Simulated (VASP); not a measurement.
# TiN (Fm-3m) in VASP: a series of runs

The runs below take TiN through single point, with PBEsol.

Everything below comes from runs of VASP 6.6.1. Logs are shortened: lines on timing, memory, paths and dates and some standing lists are left out, and cuts for length are marked.

## Step 1: The cell of the first run

The structure is cubic, space group Fm-3m (No. 225). Conventional cell: a = 4.246 Å, b = 4.246 Å, c = 4.246 Å, α = 90.00°, β = 90.00°, γ = 90.00°. Ti (site symmetry m-3m) has 6 N at 2.12 Å within 2.8 Å. Within 2.8 Å of N (site symmetry m-3m) lie 6 Ti at 2.12 Å.

## Step 2: Single point, PBEsol (volume scaled by 1.03)

File INCAR:

```
SYSTEM = TiN
  PREC = Accurate
  ENCUT = 520
  EDIFF = 1E-6
  ISMEAR = 0
  SIGMA = 0.1
  LREAL = .FALSE.
  LASPH = .TRUE.
  NELM = 80
  ALGO = Normal
  ISIF = 2
  LWAVE = .FALSE.
  LCHARG = .FALSE.
  GGA = PS
  NBANDS = 16
```

File KPOINTS:

```
Automatic mesh
0
G
  18 18 18
  0 0 0
```

File POSCAR:

```
TiN
1.0
    0.0000000000      2.1227792691      2.1227792691
    2.1227792691      0.0000000000      2.1227792691
    2.1227792691      2.1227792691      0.0000000000
Ti N
1 1
Direct
    0.0000000000      0.0000000000      0.0000000000
    0.5000000000      0.5000000000      0.5000000000
```

Potentials or basis: VASP PAW PBE potentials, release 64 (Ti_sv, N).

On the command line:

```
cat potpaw_PBE.64/Ti_sv/POTCAR potpaw_PBE.64/N/POTCAR > POTCAR
mpirun -np 1 vasp_std > vasp.out
```

OUTCAR:

```text
SYSTEM = TiN
   PREC = Accurate
   ENCUT = 520
   EDIFF = 1E-6
   ISMEAR = 0
   LREAL = .FALSE.
   LASPH = .TRUE.
   NELM = 80
   ISIF = 2
   GGA = PS

 ion  position               nearest neighbor table
   1  0.000  0.000  0.000-   2 2.12   2 2.12   2 2.12   2 2.12   2 2.12   2 2.12
   2  0.500  0.500  0.500-   1 2.12   1 2.12   1 2.12   1 2.12   1 2.12   1 2.12

  LATTYP: Found a face centered cubic cell.
 ALAT       =     4.2455585382

  Lattice vectors:

 A1 = (   0.0000000000,   2.1227792691,   2.1227792691)
 A2 = (   2.1227792691,   0.0000000000,   2.1227792691)
 A3 = (   2.1227792691,   2.1227792691,   0.0000000000)

Analysis of symmetry for initial positions (statically):
=====================================================================
 Subroutine PRICEL returns:
 Original cell was already a primitive cell.

 Routine SETGRP: Setting up the symmetry group for a
 face centered cubic supercell.

 Subroutine GETGRP returns: Found 48 space group operations
 (whereof 48 operations were pure point group operations)
 out of a pool of 48 trial point group operations.

The static configuration has the point symmetry O_h .

Analysis of symmetry for dynamics (positions and initial velocities):
=====================================================================
 Subroutine PRICEL returns:
 Original cell was already a primitive cell.

 Routine SETGRP: Setting up the symmetry group for a
 face centered cubic supercell.

 Subroutine GETGRP returns: Found 48 space group operations
 (whereof 48 operations were pure point group operations)
 out of a pool of 48 trial point group operations.

The dynamic configuration has the point symmetry O_h .

 Subroutine INISYM returns: Found 48 space group operations
 (whereof 48 operations are pure point group operations),
 and found     1 'primitive' translations

----------------------------------------------------------------------------------------

                                     Primitive cell

  volume of cell :      19.1313

  direct lattice vectors                    reciprocal lattice vectors
     0.000000000  2.122779269  2.122779269    -0.235540269  0.235540269  0.235540269
     2.122779269  0.000000000  2.122779269     0.235540269 -0.235540269  0.235540269
     2.122779269  2.122779269  0.000000000     0.235540269  0.235540269 -0.235540269

  length of vectors
     3.002063232  3.002063232  3.002063232     0.407967713  0.407967713  0.407967713

  position of ions in fractional coordinates (direct lattice)
     0.000000000  0.000000000  0.000000000
     0.500000000  0.500000000  0.500000000

  ion indices of the primitive-cell ions
   primitive index   ion index
                 1           1
                 2           2

----------------------------------------------------------------------------------------

 KPOINTS: Automatic mesh

Automatic generation of k-mesh.
 Grid dimensions read from file:
 generate k-points for:   18   18   18

 Generating k-lattice:

  Cartesian coordinates                     Fractional coordinates (reciprocal lattice)
    -0.013085570  0.013085570  0.013085570     0.055555556  0.000000000  0.000000000
     0.013085570 -0.013085570  0.013085570     0.000000000  0.055555556  0.000000000
     0.013085570  0.013085570 -0.013085570     0.000000000  0.000000000  0.055555556

  Length of vectors
     0.022664873  0.022664873  0.022664873

  Shift w.r.t. Gamma in fractional coordinates (k-lattice)
     0.000000000  0.000000000  0.000000000

 Subroutine IBZKPT returns following result:
 ===========================================

 Found    195 irreducible k-points:

 Following reciprocal coordinates:
            Coordinates               Weight
  0.000000  0.000000  0.000000      1.000000
  0.055556  0.000000  0.000000      8.000000
  0.111111  0.000000  0.000000      8.000000
  0.166667  0.000000  0.000000      8.000000
  0.222222  0.000000  0.000000      8.000000
  0.277778  0.000000  0.000000      8.000000
[... 16 lines left out ...]
 -0.277778  0.055556  0.000000     24.000000
 -0.222222  0.055556  0.000000     24.000000
 [... further k-points ...]
   k-points           NKPTS =    195   k-points in BZ     NKDIM =    195   number of bands    NBANDS=     16
   number of dos      NEDOS =    301   number of ions     NIONS =      2
   total plane-waves  NPLWV =  13824
   dimension x,y,z NGX =    24 NGY =   24 NGZ =   24
   dimension x,y,z NGXF=    48 NGYF=   48 NGZF=   48
   ions per type =               1   1
   NGX,Y,Z   is equivalent  to a cutoff of  13.29, 13.29, 13.29 a.u.
   NGXF,Y,Z  is equivalent  to a cutoff of  26.58, 26.58, 26.58 a.u.
 SYSTEM =  TiN
   PREC   = accura    normal or accurate (medium, high low for compatibility)
   ISTART =      0    job   : 0-new  1-cont  2-samecut
   ICHARG =      2    charge: 1-file 2-atom 10-const
   ISPIN  =      1    spin polarized calculation?
   LNONCOLLINEAR =      F non collinear calculations
   LSORBIT =      F    spin-orbit coupling
   LASPH  =      T    aspherical Exc in radial PAW
   ENCUT  =  520.0 eV  38.22 Ry    6.18 a.u.   5.58  5.58  5.58*2*pi/ulx,y,z
   NELM   =     80;   NELMIN=  2; NELMDL= -5     # of ELM steps
   EDIFF  = 0.1E-05   stopping-criterion for ELM
   LREAL  =      F    real-space projection
   EDIFFG = 0.1E-04   stopping-criterion for IOM
   NSW    =      0    number of steps for IOM
   IBRION =     -1    ionic relax: 0-MD 1-quasi-New 2-CG
   NFREE  =      0    steps in history (QN), initial steepest desc. (CG)
   ISIF   =      2    stress and relaxation
   ISYM   =      2    0-nonsym 1-usesym 2-fastsym
   POTIM  = 0.5000    time-step for ionic-motion
   TEBEG  =    0.0;   TEEND  =   0.0 temperature during run
   PSTRESS=    0.0 pullay stress
   NELECT =      17.0000    total number of electrons
   NUPDOWN=      -1.0000    fix difference up-down
   EMIN   =  10.00;   EMAX   =-10.00  energy-range for DOS
   EFERMI =   0.00;   METHOD = LEGACY
   ISMEAR =     0;   SIGMA  =   0.10  broadening in eV -4-tet -1-fermi 0-gaus
   EFERMI_NEDOS =   21; number of points for ismear=-14 and -15
   IALGO  =     38    algorithm
   IMIX   =      4    mixing-type and parameters
     AMIX     =   0.40;   BMIX     =  1.00
     AMIX_MAG =   1.60;   BMIX_MAG =  1.00
  volume/ion in A,a.u.               =       9.57        64.55
  Fermi-wavevector in a.u.,A,eV,Ry     =   1.573897  2.974234 33.703695  2.477152
  Thomas-Fermi vector in A             =   2.675112
   LORBIT       =      0    0 simple, 1 ext, 2 COOP (PROOUT), +10 PAW based schemes
   GGA     = PS    functional components
   LHFCALC =     F    Hartree Fock is set to
   AEXX    =    0.0000 exact exchange contribution
   IVDW    =     0    specifies the selected vdW correction
   LEPSILON=     F    determine dielectric tensor
   LRPA    =     F    only Hartree local field effects (RPA)
 non-spin polarized calculation
 Gauss-broadening in eV      SIGMA  =   0.10
  energy-cutoff  :      520.00
  volume of cell :       19.13
 maximum number of plane-waves:       534
   NGX = 11   NGY = 11   NGZ = 11

 number of electron      17.0000002 magnetization

 Free energy of the ion-electron system (eV)
  ---------------------------------------------------
  ext. energy  EPLUGINS =         0.00000000
  ---------------------------------------------------
  free energy    TOTEN  =       -20.76949691 eV

  energy without entropy =      -20.76529120  energy(sigma->0) =      -20.76739406

 E-fermi :  11.2694     XC(G=0): -13.2074

 val. band max:       11.2362857513   @ k =  -0.1667   0.1111   0.0000
 cond. band min:      11.2768529572   @ k =  -0.4444   0.2778   0.0556
 fundamental gap:      0.0405672059
 Fermi energy:        11.2693690529

 k-point     1 :       0.0000    0.0000    0.0000
  band No.  band energies     occupation
      1     -46.3394      2.00000
      2     -22.4209      2.00000
      3     -22.4209      2.00000
      4     -22.4209      2.00000
      5      -5.7509      2.00000
      6       9.2578      2.00000
[... 8 lines left out ...]
     15      24.3202      0.00000
     16      30.9551      0.00000

 k-point     2 :       0.0556    0.0000    0.0000
  band No.  band energies     occupation
      1     -46.3364      2.00000
      2     -22.4416      2.00000
      3     -22.4226      2.00000
      4     -22.4226      2.00000
      5      -5.6900      2.00000
      6       8.8865      2.00000
[... 8 lines left out ...]
     15      24.3728      0.00000
     16      30.8690      0.00000

 k-point     3 :       0.1111    0.0000    0.0000
  band No.  band energies     occupation
      1     -46.3279      2.00000
      2     -22.5007      2.00000
      3     -22.4276      2.00000
      4     -22.4276      2.00000
      5      -5.5120      2.00000
      6       8.0960      2.00000
[... 8 lines left out ...]
     15      24.4580      0.00000
     16      30.5876      0.00000

 k-point     4 :       0.1667    0.0000    0.0000
  band No.  band energies     occupation
      1     -46.3149      2.00000
      2     -22.5902      2.00000
      3     -22.4352      2.00000
      4     -22.4352      2.00000
      5      -5.2303      2.00000
      6       7.1626      2.00000
[... 8 lines left out ...]
     15      24.4172      0.00000
     16      30.0259      0.00000
[... 324 lines left out ...]
 k-point    22 :      -0.3333    0.0556    0.0000
  band No.  band energies     occupation
      1     -46.2594      2.00000
      2     -22.9417      2.00000
      3     -22.4875      2.00000
      4     -22.4604      2.00000
      5      -3.8858      2.00000
      6       4.2222      2.00000
[... 8 lines left out ...]
     15      24.1795      0.00000
     16      26.6191      0.00000

 k-point    23 :      -0.2778    0.0556    0.0000
  band No.  band energies     occupation
      1     -46.2745      2.00000
      2     -22.8457      2.00000
      3     -22.4798      2.00000
      4     -22.4498      2.00000
      5      -4.2906      2.00000
      6       4.9620      2.00000
[... 8 lines left out ...]
     15      24.0152      0.00000
     16      27.3939      0.00000

 k-point    24 :      -0.2222    0.0556    0.0000
  band No.  band energies     occupation
      1     -46.2913      2.00000
      2     -22.7374      2.00000
      3     -22.4696      2.00000
      4     -22.4395      2.00000
      5      -4.7019      2.00000
      6       5.8070      2.00000
[... 8 lines left out ...]
     15      24.1370      0.00000
     16      28.2272      0.00000

 [... further k-points ...]

------------------------ aborting loop because EDIFF is reached ----------------------------------------

  FORCE on cell =-STRESS in cart. coord.  units (eV):
  Direction    XX          YY          ZZ          XY          YZ          ZX
  --------------------------------------------------------------------------------------
  -------------------------------------------------------------------------------------
  Total       -0.9430031     -0.9430031     -0.9430031     -0.0000000      0.0000000      0.0000000
  in kB      -78.9730981    -78.9730981    -78.9730981     -0.0000000      0.0000000      0.0000000
  external PRESSURE =     -78.9730981 kB  Pullay stress =       0.0000000 kB

 VOLUME and BASIS-vectors are now :
 -----------------------------------------------------------------------------
  energy-cutoff  :      520.00
  volume of cell :       19.13
      direct lattice vectors                 reciprocal lattice vectors
     0.000000000  2.122779269  2.122779269    -0.235540269  0.235540269  0.235540269
     2.122779269  0.000000000  2.122779269     0.235540269 -0.235540269  0.235540269
     2.122779269  2.122779269  0.000000000     0.235540269  0.235540269 -0.235540269

 POSITION                                       TOTAL-FORCE (eV/Angst)
 -----------------------------------------------------------------------------------
      0.00000      0.00000      0.00000         0.000000     -0.000000      0.000000
      2.12278      2.12278      2.12278        -0.000000      0.000000     -0.000000
 -----------------------------------------------------------------------------------
    total drift:                                0.000000     -0.000000     -0.000000

  FREE ENERGIE OF THE ION-ELECTRON SYSTEM (eV)
  ---------------------------------------------------
  free  energy   TOTEN  =       -20.7694969131 eV

  energy  without entropy=      -20.7652912011  energy(sigma->0) =      -20.76739406
```

It took 20 s on 1 thread of Intel Xeon 6975P-C (Granite Rapids), shared host; peak memory 0.18 GiB.

What came out:

```yaml
Free_energy: -20.7695 eV
Pressure: -7.9 GPa
```

Levels at points of the mesh, in eV from the Fermi level:
```csv
k point,band 7,band 8,band 9,band 10,band 11,band 12
"(0.00, 0.00, 0.00)",-2.01,-2.01,-0.62,-0.62,-0.62,0.57
"(0.50, 0.00, 0.00)",-5.47,-5.47,1.70,1.70,2.37,5.76
"(0.50, 0.50, 0.00)",-3.21,-3.21,-3.10,1.64,2.41,2.41
```

Caveat: the PAW data sets were made with another functional, which shifts forces and pressure a little.

## Step 3: Single point, PBEsol (volume scaled by 1.06)

File INCAR:

```
  ALGO = Normal
  EDIFF = 1E-6
  ENCUT = 520
  GGA = PS
  ISIF = 2
  ISMEAR = 0
  LASPH = True
  LCHARG = True
  LELF = True
  LREAL = False
  LVHAR = True
  LWAVE = False
  NBANDS = 16
  NELM = 60
  PREC = Accurate
  SIGMA = 0.1
```

File KPOINTS:

```
k-points
0
Gamma
  18 18 18
```

File POSCAR:

```
TiN
1.0
    0.0000000000      2.1431918604      2.1431918604
    2.1431918604      0.0000000000      2.1431918604
    2.1431918604      2.1431918604      0.0000000000
Ti N
1 1
Direct
    0.0000000000      0.0000000000      0.0000000000
    0.5000000000      0.5000000000      0.5000000000
```

Potentials or basis: VASP PAW PBE potentials, release 64 (Ti_sv, N).

On the command line:

```
cat potpaw_PBE.64/Ti_sv/POTCAR potpaw_PBE.64/N/POTCAR > POTCAR
mpirun -np 1 vasp_std > vasp.out
```

OUTCAR:

```text
EDIFF = 1E-6
   ENCUT = 520
   GGA = PS
   ISIF = 2
   ISMEAR = 0
   LASPH = True
   LREAL = False
   NELM = 60
   PREC = Accurate

 ion  position               nearest neighbor table
   1  0.000  0.000  0.000-   2 2.14   2 2.14   2 2.14   2 2.14   2 2.14   2 2.14
   2  0.500  0.500  0.500-   1 2.14   1 2.14   1 2.14   1 2.14   1 2.14   1 2.14

  LATTYP: Found a face centered cubic cell.
 ALAT       =     4.2863837208

  Lattice vectors:

 A1 = (   0.0000000000,   2.1431918604,   2.1431918604)
 A2 = (   2.1431918604,   0.0000000000,   2.1431918604)
 A3 = (   2.1431918604,   2.1431918604,   0.0000000000)

Analysis of symmetry for initial positions (statically):
=====================================================================
 Subroutine PRICEL returns:
 Original cell was already a primitive cell.

 Routine SETGRP: Setting up the symmetry group for a
 face centered cubic supercell.

 Subroutine GETGRP returns: Found 48 space group operations
 (whereof 48 operations were pure point group operations)
 out of a pool of 48 trial point group operations.

The static configuration has the point symmetry O_h .

Analysis of symmetry for dynamics (positions and initial velocities):
=====================================================================
 Subroutine PRICEL returns:
 Original cell was already a primitive cell.

 Routine SETGRP: Setting up the symmetry group for a
 face centered cubic supercell.

 Subroutine GETGRP returns: Found 48 space group operations
 (whereof 48 operations were pure point group operations)
 out of a pool of 48 trial point group operations.

The dynamic configuration has the point symmetry O_h .

 Subroutine INISYM returns: Found 48 space group operations
 (whereof 48 operations are pure point group operations),
 and found     1 'primitive' translations

----------------------------------------------------------------------------------------

[... 111 lines left out ...]
     AMIX     =   0.40;   BMIX     =  1.00
     AMIX_MAG =   1.60;   BMIX_MAG =  1.00
  volume/ion in A,a.u.               =       9.84        66.43
  Fermi-wavevector in a.u.,A,eV,Ry     =   1.558907  2.945906 33.064738  2.430190
  Thomas-Fermi vector in A             =   2.662343
   LORBIT       =      0    0 simple, 1 ext, 2 COOP (PROOUT), +10 PAW based schemes
   GGA     = PS    functional components
   LHFCALC =     F    Hartree Fock is set to
   AEXX    =    0.0000 exact exchange contribution
   IVDW    =     0    specifies the selected vdW correction
   LEPSILON=     F    determine dielectric tensor
   LRPA    =     F    only Hartree local field effects (RPA)
 non-spin polarized calculation
 Gauss-broadening in eV      SIGMA  =   0.10
  energy-cutoff  :      520.00
  volume of cell :       19.69
 maximum number of plane-waves:       544
   NGX = 11   NGY = 11   NGZ = 11

 number of electron      17.0000003 magnetization

 Free energy of the ion-electron system (eV)
  ---------------------------------------------------
  ext. energy  EPLUGINS =         0.00000000
  ---------------------------------------------------
  free energy    TOTEN  =       -20.72998307 eV

  energy without entropy =      -20.72558396  energy(sigma->0) =      -20.72778351

 E-fermi :  10.8832     XC(G=0): -13.0493

 val. band max:       10.8525765776   @ k =  -0.1667   0.1111   0.0000
 cond. band min:      10.8894206693   @ k =  -0.4444   0.2778   0.0556
 fundamental gap:      0.0368440917
 Fermi energy:        10.8831582720

 k-point     1 :       0.0000    0.0000    0.0000
  band No.  band energies     occupation
      1     -46.7671      2.00000
      2     -22.8680      2.00000
      3     -22.8680      2.00000
      4     -22.8680      2.00000
      5      -5.9585      2.00000
      6       8.9110      2.00000
[... 433 lines left out ...]
      3     -22.9122      2.00000
      4     -22.8852      2.00000
      5      -4.9590      2.00000
      6       5.5343      2.00000
[... 8 lines left out ...]
     15      23.5194      0.00000
     16      27.5037      0.00000

 [... further k-points ...]

------------------------ aborting loop because EDIFF is reached ----------------------------------------

  FORCE on cell =-STRESS in cart. coord.  units (eV):
  Direction    XX          YY          ZZ          XY          YZ          ZX
  --------------------------------------------------------------------------------------
  -------------------------------------------------------------------------------------
  Total       -1.8508941     -1.8508941     -1.8508941     -0.0000000      0.0000000      0.0000000
  in kB     -150.6187381   -150.6187381   -150.6187381     -0.0000000      0.0000000      0.0000000
  external PRESSURE =    -150.6187381 kB  Pullay stress =       0.0000000 kB

 VOLUME and BASIS-vectors are now :
 -----------------------------------------------------------------------------
  energy-cutoff  :      520.00
  volume of cell :       19.69
      direct lattice vectors                 reciprocal lattice vectors
     0.000000000  2.143191860  2.143191860    -0.233296892  0.233296892  0.233296892
     2.143191860  0.000000000  2.143191860     0.233296892 -0.233296892  0.233296892
     2.143191860  2.143191860  0.000000000     0.233296892  0.233296892 -0.233296892

 POSITION                                       TOTAL-FORCE (eV/Angst)
 -----------------------------------------------------------------------------------
      0.00000      0.00000      0.00000         0.000000     -0.000000      0.000000
      2.14319      2.14319      2.14319        -0.000000      0.000000     -0.000000
 -----------------------------------------------------------------------------------
    total drift:                                0.000000     -0.000000     -0.000000

  FREE ENERGIE OF THE ION-ELECTRON SYSTEM (eV)
  ---------------------------------------------------
  free  energy   TOTEN  =       -20.7299830660 eV

  energy  without entropy=      -20.7255839625  energy(sigma->0) =      -20.72778351
```

Wall time 20 s (1 thread of Intel Xeon 6975P-C (Granite Rapids), shared host); peak memory 0.18 GiB.

Results:

| Property | Result |
| --- | --- |
| Free energy | -20.7300 eV |
| Pressure | -15.1 GPa |

Levels at points of the mesh, in eV from the Fermi level:
```
           k point  band 5  band 6  band 7  band 8  band 9  band 10  band 11  band 12  band 13  band 14
(0.00, 0.00, 0.00)  -16.84   -1.97   -1.97   -1.97   -0.60    -0.60    -0.60     0.55     0.55     5.04
(0.50, 0.00, 0.00)  -14.48   -7.91   -5.31   -5.31    1.62     1.62     2.27     5.54     5.54     5.85
(0.50, 0.50, 0.00)  -15.43   -5.76   -3.16   -3.16   -2.97     1.57     2.30     2.30     3.42    10.11
```

Caveat: the PAW data sets were made with another functional, which shifts forces and pressure a little.
